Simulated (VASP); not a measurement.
# NaCl (P4/mmm) in VASP: notebook, part 2 of 2

VASP 6.6.1. The steps go on from the part before.

## Step 4: Single point, PBEsol (strain -0.080 along x and y, +0.080 along z)

File INCAR:

```
SYSTEM = NaCl
PREC = Accurate
ENCUT = 520
EDIFF = 1E-6
ISMEAR = 0
SIGMA = 0.05
LREAL = .False.
LASPH = .True.
NELM = 60
ALGO = Normal
ISIF = 2
LWAVE = .False.
LCHARG = .True.
GGA = PS
LELF = .True.
LVHAR = .True.
NBANDS = 14
```

File KPOINTS:

```
regular mesh
0
Gamma
  6 6 6
  0 0 0
```

File POSCAR:

```
NaCl
1.0
    3.2220148000      0.0000000000      0.0000000000
    0.0000000000      3.2220148000      0.0000000000
    0.0000000000      0.0000000000      3.7823652000
Na Cl
1 1
Direct
    0.0000000000      0.0000000000      0.0000000000
    0.5000000000      0.5000000000      0.5000000000
```

Potentials or basis: VASP PAW PBE potentials, release 64 (Na_pv, Cl).

Run with:

```console
$ cat potpaw_PBE.64/Na_pv/POTCAR potpaw_PBE.64/Cl/POTCAR > POTCAR
$ mpirun -np 1 vasp_std > vasp.out
```

OUTCAR:

```text
SYSTEM = NaCl
   PREC = Accurate
   ENCUT = 520
   EDIFF = 1E-6
   ISMEAR = 0
   LREAL = .False.
   LASPH = .True.
   NELM = 60
   ISIF = 2
   GGA = PS

 ion  position               nearest neighbor table
   1  0.000  0.000  0.000-
   2  0.500  0.500  0.500-

  LATTYP: Found a simple tetragonal cell.
 ALAT       =     3.2220148000
 C/A-ratio  =     1.1739130435

  Lattice vectors:

 A1 = (   3.2220148000,   0.0000000000,   0.0000000000)
 A2 = (   0.0000000000,   3.2220148000,   0.0000000000)
 A3 = (   0.0000000000,   0.0000000000,   3.7823652000)

Analysis of symmetry for initial positions (statically):
=====================================================================
 Subroutine PRICEL returns:
 Original cell was already a primitive cell.

 Routine SETGRP: Setting up the symmetry group for a
 simple tetragonal supercell.

 Subroutine GETGRP returns: Found 16 space group operations
 (whereof 16 operations were pure point group operations)
 out of a pool of 16 trial point group operations.

The static configuration has the point symmetry D_4h.

Analysis of symmetry for dynamics (positions and initial velocities):
[... 169 lines left out ...]
      1     -20.9122      2.00000
      2     -20.9122      2.00000
      3     -20.8865      2.00000
      4     -12.6267      2.00000
      5      -0.3652      2.00000
      6       1.0805      2.00000
      7       1.0805      2.00000
      8       4.8014      0.00000
      9       9.1383      0.00000
     10      10.1859      0.00000
     11      15.8825      0.00000
     12      16.7734      0.00000
     13      16.7734      0.00000
     14      18.2638      0.00000
[... 377 lines left out ...]
      1     -20.9957      2.00000
      2     -20.9033      2.00000
      3     -20.8905      2.00000
      4     -11.8965      2.00000
      5      -2.0004      2.00000
      6      -1.0265      2.00000
      7       1.5448      2.00000
      8       6.7904      0.00000
      9      10.1179      0.00000
     10      12.2947      0.00000
     11      13.2124      0.00000
     12      14.5400      0.00000
     13      15.3094      0.00000
     14      17.2562      0.00000

 [... further k-points ...]
[... 5 lines left out ...]
  --------------------------------------------------------------------------------------
  -------------------------------------------------------------------------------------
  Total        1.5829348      1.5829348     -1.7247156      0.0000000      0.0000000     -0.0000000
  in kB       64.5884841     64.5884841    -70.3735648      0.0000000      0.0000000     -0.0000000
  external PRESSURE =      19.6011344 kB  Pullay stress =       0.0000000 kB

 VOLUME and BASIS-vectors are now :
 -----------------------------------------------------------------------------
  energy-cutoff  :      520.00
  volume of cell :       39.27
      direct lattice vectors                 reciprocal lattice vectors
     3.222014800  0.000000000  0.000000000     0.310364807  0.000000000  0.000000000
     0.000000000  3.222014800  0.000000000     0.000000000  0.310364807  0.000000000
     0.000000000  0.000000000  3.782365200     0.000000000  0.000000000  0.264384835

 POSITION                                       TOTAL-FORCE (eV/Angst)
 -----------------------------------------------------------------------------------
      0.00000      0.00000      0.00000         0.000000      0.000000      0.000000
      1.61101      1.61101      1.89118         0.000000      0.000000      0.000000
 -----------------------------------------------------------------------------------
    total drift:                                0.000000      0.000000     -0.000000

  FREE ENERGIE OF THE ION-ELECTRON SYSTEM (eV)
  ---------------------------------------------------
  free  energy   TOTEN  =        -6.5455298630 eV

  energy  without entropy=       -6.5455298630  energy(sigma->0) =       -6.54552986
```

OSZICAR:

```text
N       E                     dE             d eps       ncg     rms          rms(c)
DAV:   1     0.100605120219E+03    0.10061E+03   -0.72257E+03  1120   0.104E+03
DAV:   2     0.105900876932E+01   -0.99546E+02   -0.91181E+02  1274   0.287E+02
DAV:   3    -0.665736932297E+01   -0.77164E+01   -0.76673E+01  1444   0.718E+01
DAV:   4    -0.677434554549E+01   -0.11698E+00   -0.11693E+00  1294   0.936E+00
DAV:   5    -0.677678925962E+01   -0.24437E-02   -0.24436E-02  1512   0.138E+00    0.254E+00
DAV:   6    -0.657926716320E+01    0.19752E+00   -0.24487E-01  1470   0.385E+00    0.167E+00
DAV:   7    -0.654767204109E+01    0.31595E-01   -0.83554E-02  1568   0.203E+00    0.105E+00
DAV:   8    -0.654579715300E+01    0.18749E-02   -0.10429E-02  1294   0.947E-01    0.409E-01
DAV:   9    -0.654552050355E+01    0.27665E-03   -0.56579E-04  1432   0.174E-01    0.186E-01
DAV:  10    -0.654553784782E+01   -0.17344E-04   -0.23368E-04  1366   0.107E-01    0.457E-02
DAV:  11    -0.654552991170E+01    0.79361E-05   -0.18955E-05  1396   0.366E-02    0.681E-03
DAV:  12    -0.654552986297E+01    0.48729E-07   -0.12220E-06  1292   0.742E-03
   1 F= -.65455299E+01 E0= -.65455299E+01  d E =-.517860E-17
```

stdout:

```text
POSCAR found type information on POSCAR NaCl
 POSCAR found :  2 types and       2 ions
 scaLAPACK will be used
 -----------------------------------------------------------------------------
|                                                                             |
|                                                                             |
|     You enforced a specific xc type in the INCAR file but a different       |
|     I HOPE YOU KNOW WHAT YOU ARE DOING!                                     |
|                                                                             |
 -----------------------------------------------------------------------------

 LDA part: xc-table for (Slater+PW92), standard interpolation
 POSCAR, INCAR and KPOINTS ok, starting setup
 FFT: planning ... GRIDC
 FFT: planning ... GRID_SOFT
 FFT: planning ... GRID
 WAVECAR not read
 entering main loop
```

Run time: 22 s. Hardware: 1 thread of Intel Xeon 8259CL, shared host; peak memory 0.14 GiB.

What came out:

* Free energy: -6.5455 eV
* Pressure: 2.0 GPa
* Band gap on the k mesh: 3.22 eV (least direct gap 3.72 eV)

Stress tensor (GPa, compression positive):
```
 6.46  0.00  0.00
 0.00  6.46  0.00
 0.00  0.00 -7.04
```

Caveat: the cell differs from its parent crystal (strain -0.080 along x and y, +0.080 along z); the PAW data sets were made with another functional, which shifts forces and pressure a little. A k mesh can miss the band edges.

## Step 5: Single point, PBEsol (strain +0.000 along x and y, -0.080 along z)

File INCAR:

```
SYSTEM = NaCl
PREC = Accurate
ENCUT = 520
EDIFF = 1E-7
ISMEAR = 0
SIGMA = 0.05
LREAL = .False.
LASPH = .True.
NELM = 100
ALGO = Normal
ISIF = 2
LWAVE = .False.
LCHARG = .False.
GGA = PS
NBANDS = 14
```

File KPOINTS:

```
Automatic mesh
0
Gamma
  6 6 6
  0 0 0
```

File POSCAR:

```
NaCl
1.0
    3.5021900000      0.0000000000      0.0000000000
    0.0000000000      3.5021900000      0.0000000000
    0.0000000000      0.0000000000      3.2220148000
Na Cl
1 1
Direct
    0.0000000000      0.0000000000      0.0000000000
    0.5000000000      0.5000000000      0.5000000000
```

Run with:

```console
$ cat potpaw_PBE.64/Na_pv/POTCAR potpaw_PBE.64/Cl/POTCAR > POTCAR
$ mpirun -np 1 vasp_std > vasp.out
```

It took 30 s on 1 thread of Intel Xeon 8259CL, shared host; peak memory 0.15 GiB.

Results (log left out):

| Quantity | Value |
| --- | --- |
| Free energy | -6.6741 eV |
| Pressure | 1.3 GPa |
| Band gap on the k mesh | 3.59 eV (least direct gap 4.02 eV) |

Stress tensor (GPa, compression positive):
```
-1.17  0.00  0.00
 0.00 -1.17  0.00
 0.00  0.00  6.36
```

Levels at points of the mesh, in eV from the valence-band top:
```
           k point  band 4  band 5  band 6  band 7  band 8  band 9  band 10  band 11
(0.00, 0.00, 0.00)  -14.11   -1.25   -1.25   -0.43    3.59    7.48     8.41    14.91
(0.50, 0.00, 0.00)  -13.72   -3.82   -1.02   -0.23    6.56    8.37    10.08    10.89
(0.50, 0.50, 0.00)  -13.46   -3.10   -3.10    0.00    4.68   10.04    11.07    11.07
(0.00, 0.00, 0.50)  -13.49   -3.85   -0.84   -0.84    6.42    8.88     9.90    11.12
(0.50, 0.00, 0.50)  -13.23   -3.19   -2.83   -0.57    5.10    9.25    10.56    11.21
(0.50, 0.50, 0.50)  -12.94   -2.80   -2.45   -2.45    6.52    6.52     6.56    11.87
```

Caveat: the cell differs from its parent crystal (strain +0.000 along x and y, -0.080 along z); the PAW data sets were made with another functional, which shifts forces and pressure a little. A k mesh can miss the band edges.

## Step 6: The runs side by side

| cell | gap on the mesh (eV) | pressure (GPa) |
| --- | --- | --- |
| a = 3.222, b = 3.222, c = 3.502 Å, 2 atoms | 4.06 | 4.8 |
| a = 3.222, b = 3.222, c = 3.642 Å, 2 atoms | 3.64 | 3.2 |
| a = 3.222, b = 3.222, c = 3.782 Å, 2 atoms | 3.22 | 2.0 |
| a = 3.502, b = 3.502, c = 3.222 Å, 2 atoms | 3.59 | 1.3 |

Alike in all rows: task single point; level PBEsol; potentials or basis VASP PAW PBE potentials, release 64 (Na_pv, Cl); no spin polarisation; k mesh 6 × 6 × 6; cutoff (eV) 520; smearing gaussian 0.05 eV.

Caveats: the PAW data sets were made with another functional, which shifts forces and pressure a little; the cell stands under pressure (at least some runs).

Absolute energies hang on the potentials; compare differences alone.
